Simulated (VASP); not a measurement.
# Si3N in VASP: further runs

The runs below take Si3N through single point, with PBE+D3(BJ).

All numbers are computed with VASP 6.6.1; they aren't measurements. Logs are shortened: lines on timing, memory, paths and dates and some standing lists are left out, and cuts for length are marked.

**1. The cell of the first run**

The cell holds a slab with vacuum, 8 atoms: a = 3.816 Å, b = 3.816 Å, c = 25.791 Å, α = 90.00°, β = 90.00°, γ = 120.00°.

**2. Single point, PBE+D3(BJ)**

INCAR

```
SYSTEM = Si3N
  PREC = Accurate
  ENCUT = 520
  EDIFF = 1E-6
  ISMEAR = 0
  SIGMA = 0.05
  LREAL = .False.
  LASPH = .True.
  NELM = 60
  ALGO = Normal
  ISIF = 2
  LWAVE = .False.
  LCHARG = .True.
  LDIPOL = .True.
  IDIPOL = 3
  DIPOL = 0.5 0.5 0.367
  GGA = PE
  IVDW = 12
  LELF = .True.
  LVHAR = .True.
  LVACPOTAV = .True.
  NBANDS = 27
```

KPOINTS

```
regular mesh
0
Gamma
  9 9 1
  0 0 0
```

POSCAR

```
Si3N
1.0
    3.8155170197      0.0000000000      0.0000000000
   -1.9077585099      3.3043346676      0.0000000000
    0.0000000000      0.0000000000     25.7913833664
Si N
6 2
Direct
    0.6666666667      0.3333333333      0.1550905565
    0.3333333333      0.6666666667      0.1859793801
    0.3333333333      0.6666666667      0.2774751471
    0.6666666667      0.3333333333      0.3070263804
    0.6666666667      0.3333333333      0.3997350368
    0.3333333333      0.6666666667      0.4261649408
    0.3333333333      0.8333333333      0.5696237056
    0.3333333333      0.8333333333      0.6122736087
```

Potentials or basis: VASP PAW PBE potentials, release 64 (Si, N).

The run is started by

```console
> cat potpaw_PBE.64/Si/POTCAR potpaw_PBE.64/N/POTCAR > POTCAR
> mpirun -np 1 vasp_std > vasp.out
```

OUTCAR:

```text
SYSTEM = Si3N
   PREC = Accurate
   ENCUT = 520
   EDIFF = 1E-6
   ISMEAR = 0
   LREAL = .False.
   LASPH = .True.
   NELM = 60
   ISIF = 2
   GGA = PE
   IVDW = 12
 IVDW          = 12

 ion  position               nearest neighbor table
   1  0.667  0.333  0.155-   2 2.34   2 2.34   2 2.34
   2  0.333  0.667  0.186-   1 2.34   1 2.34   1 2.34   3 2.36
   3  0.333  0.667  0.277-   4 2.33   4 2.33   4 2.33   2 2.36
   4  0.667  0.333  0.307-   3 2.33   3 2.33   3 2.33   5 2.39
   5  0.667  0.333  0.400-   6 2.31   6 2.31   6 2.31   4 2.39
   6  0.333  0.667  0.426-   5 2.31   5 2.31   5 2.31
   7  0.333  0.833  0.570-   8 1.10
   8  0.333  0.833  0.612-   7 1.10

  LATTYP: Found a hexagonal cell.
 ALAT       =     3.8155170197
 C/A-ratio  =     6.7596038055

  Lattice vectors:

 A1 = (   3.8155170197,   0.0000000000,   0.0000000000)
 A2 = (  -1.9077585099,   3.3043346676,   0.0000000000)
 A3 = (   0.0000000000,   0.0000000000,  25.7913833664)

Analysis of symmetry for initial positions (statically):
=====================================================================
 Subroutine PRICEL returns:
 Original cell was already a primitive cell.

 Routine SETGRP: Setting up the symmetry group for a
 hexagonal supercell.

 Subroutine GETGRP returns: Found  1 space group operations
 (whereof  1 operations were pure point group operations)
 out of a pool of 24 trial point group operations.

The static configuration has the point symmetry C_1 .

Analysis of symmetry for dynamics (positions and initial velocities):
=====================================================================
 Subroutine PRICEL returns:
 Original cell was already a primitive cell.

 Routine SETGRP: Setting up the symmetry group for a
 hexagonal supercell.

 Subroutine GETGRP returns: Found  1 space group operations
 (whereof  1 operations were pure point group operations)
 out of a pool of 24 trial point group operations.

The dynamic configuration has the point symmetry C_1 .

 Subroutine INISYM returns: Found  1 space group operations
 (whereof  1 operations are pure point group operations),
 and found     1 'primitive' translations
[... 110 lines left out ...]
   NSW    =      0    number of steps for IOM
   IBRION =     -1    ionic relax: 0-MD 1-quasi-New 2-CG
   NFREE  =      0    steps in history (QN), initial steepest desc. (CG)
   ISIF   =      2    stress and relaxation
   ISYM   =      2    0-nonsym 1-usesym 2-fastsym
   POTIM  = 0.5000    time-step for ionic-motion
   TEBEG  =    0.0;   TEEND  =   0.0 temperature during run
   PSTRESS=    0.0 pullay stress
   NELECT =      34.0000    total number of electrons
   NUPDOWN=      -1.0000    fix difference up-down
   EMIN   =  10.00;   EMAX   =-10.00  energy-range for DOS
   EFERMI =   0.00;   METHOD = LEGACY
   ISMEAR =     0;   SIGMA  =   0.05  broadening in eV -4-tet -1-fermi 0-gaus
   EFERMI_NEDOS =   21; number of points for ismear=-14 and -15
   IALGO  =     38    algorithm
   IMIX   =      4    mixing-type and parameters
     AMIX     =   0.40;   BMIX     =  1.00
     AMIX_MAG =   1.60;   BMIX_MAG =  1.00
  volume/ion in A,a.u.               =      40.65       274.30
  Fermi-wavevector in a.u.,A,eV,Ry     =   0.771253  1.457458  8.093179  0.594832
  Thomas-Fermi vector in A             =   1.872632
   LORBIT       =      0    0 simple, 1 ext, 2 COOP (PROOUT), +10 PAW based schemes
   GGA     = PE    functional components
   LHFCALC =     F    Hartree Fock is set to
   AEXX    =    0.0000 exact exchange contribution
   IVDW    =    12    specifies the selected vdW correction
   LEPSILON=     F    determine dielectric tensor
   LRPA    =     F    only Hartree local field effects (RPA)
 non-spin polarized calculation
 Gauss-broadening in eV      SIGMA  =   0.05
  energy-cutoff  :      520.00
  volume of cell :      325.17
 maximum number of plane-waves:      8835
   NGX = 15   NGY = 15   NGZ = 95

 dipolmoment           0.000000      0.000000      0.052431 electrons x Angstroem

 number of electron      33.9999997 magnetization

 dipolmoment           0.000000      0.000000     -0.023618 electrons x Angstroem

 Free energy of the ion-electron system (eV)
  ---------------------------------------------------
  ext. energy  EPLUGINS =         0.00000000
  ---------------------------------------------------
  free energy    TOTEN  =       -46.69428391 eV

  energy without entropy =      -46.69141512  energy(sigma->0) =      -46.69284951

 E-fermi :  -0.1644     XC(G=0):  -4.9640

 val. band max:       -0.1873446234   @ k =   0.0000   0.0000   0.0000
 cond. band min:      -0.0718293787   @ k =  -0.1111   0.3333   0.0000
 fundamental gap:      0.1155152447
 Fermi energy:        -0.1643982651

 k-point     1 :       0.0000    0.0000    0.0000
  band No.  band energies     occupation
      1     -24.5875      2.00000
      2     -12.0237      2.00000
      3     -11.2128      2.00000
      4     -10.2748      2.00000
      5      -9.7184      2.00000
      6      -7.5794      2.00000
[... 709 lines left out ...]
     26       4.2813      0.00000
     27       4.6748      0.00000

 [... further k-points ...]

------------------------ aborting loop because EDIFF is reached ----------------------------------------

 Edisp (eV)   -1.77281

 E8    (eV) :    -0.7372

  FORCE on cell =-STRESS in cart. coord.  units (eV):
  Direction    XX          YY          ZZ          XY          YZ          ZX
  --------------------------------------------------------------------------------------
  -------------------------------------------------------------------------------------
  Total       0.59513     0.59285     1.98584    -0.00497     0.02479    -0.01781
  in kB       2.93232     2.92108     9.78458    -0.02447     0.12213    -0.08774
  external pressure =        5.21 kB  Pullay stress =        0.00 kB

 VOLUME and BASIS-vectors are now :
 -----------------------------------------------------------------------------
  energy-cutoff  :      520.00
  volume of cell :      325.17
      direct lattice vectors                 reciprocal lattice vectors
     3.815517020  0.000000000  0.000000000     0.262087679  0.151316392  0.000000000
    -1.907758510  3.304334668  0.000000000     0.000000000  0.302632784  0.000000000
     0.000000000  0.000000000 25.791383366     0.000000000  0.000000000  0.038772639

 POSITION                                       TOTAL-FORCE (eV/Angst)
 -----------------------------------------------------------------------------------
      1.90776      1.10144      4.00000         0.000453      0.000835      0.499013
     -0.00000      2.20289      4.79667         0.000425      0.000024     -0.594728
     -0.00000      2.20289      7.15647        -0.002202      0.002621      0.120471
      1.90776      1.10144      7.91864         0.000697     -0.003265     -0.005189
      1.90776      1.10144     10.30972        -0.000325     -0.001018      0.003211
     -0.00000      2.20289     10.99138         0.007580     -0.009859     -0.023634
     -0.31796      2.75361     14.69138        -0.011920      0.019562     -2.133263
     -0.31796      2.75361     15.79138         0.005292     -0.008898      2.134119
 -----------------------------------------------------------------------------------
    total drift:                                0.000041     -0.000187      0.000315

  FREE ENERGIE OF THE ION-ELECTRON SYSTEM (eV)
  ---------------------------------------------------
  free  energy   TOTEN  =       -48.4670928515 eV

  energy  without entropy=      -48.4642240526  energy(sigma->0) =      -48.46565845

 vacuum level on the upper side and lower side of the slab         4.254         4.594
```

stdout:

```text
POSCAR found type information on POSCAR SiN
 POSCAR found :  2 types and       8 ions
 scaLAPACK will be used
 LDA part: xc-table for (Slater+PW92), standard interpolation
 POSCAR, INCAR and KPOINTS ok, starting setup
 FFT: planning ... GRIDC
 FFT: planning ... GRID_SOFT
 FFT: planning ... GRID
 WAVECAR not read
 entering main loop
 -----------------------------------------------------------------------------
|                                                                             |
|           W    W    AA    RRRRR   N    N  II  N    N   GGGG   !!!           |
|           W    W   A  A   R    R  NN   N  II  NN   N  G    G  !!!           |
|           W    W  A    A  R    R  N N  N  II  N N  N  G       !!!           |
|           W WW W  AAAAAA  RRRRR   N  N N  II  N  N N  G  GGG   !            |
|           WW  WW  A    A  R   R   N   NN  II  N   NN  G    G                |
|           W    W  A    A  R    R  N    N  II  N    N   GGGG   !!!           |
|                                                                             |
|     Did not find any points to average over, which means that no vacuum     |
|     field-free region was found. Please increase the size of  your cell     |
|     in the dimension of the dipole correction to obtain accurate            |
|     workfunction values.                                                    |
|                                                                             |
 -----------------------------------------------------------------------------
```

Wall time 12 min (1 thread of Intel Xeon Platinum 8259CL at 2.50GHz (Skylake/Cascade Lake), shared host); peak memory 0.57 GiB.

What came out:

| Item | Value |
| --- | --- |
| Free energy | -48.4671 eV |
| Largest force | 2.134 eV/Å |
| Band gap on the k mesh | zero (band 17 reaches -0.19 eV, above the bottom of band 18 at -0.27 eV) |
| Dispersion energy per atom | -0.222 eV |

Forces on the atoms (eV/Å):
```
Si   0.000  0.001  0.499
Si   0.000  0.000 -0.595
Si  -0.002  0.003  0.120
Si   0.001 -0.003 -0.005
Si   0.000 -0.001  0.003
Si   0.008 -0.010 -0.024
N   -0.012  0.020 -2.133
N    0.005 -0.009  2.134
```

Levels at points of the mesh, in eV from the Fermi level:
| k point | band 13 | band 14 | band 15 | band 16 | band 17 | band 18 | band 19 | band 20 | band 21 | band 22 |
| --- | --- | --- | --- | --- | --- | --- | --- | --- | --- | --- |
| (0.00, 0.00, 0.00) | -0.73 | -0.66 | -0.66 | -0.02 | -0.02 | 0.82 | 1.48 | 2.46 | 2.46 | 2.55 |

Caveat: the standard files for N, O and F lose accuracy on very short bonds.

(Continued in part 2 of 2.)
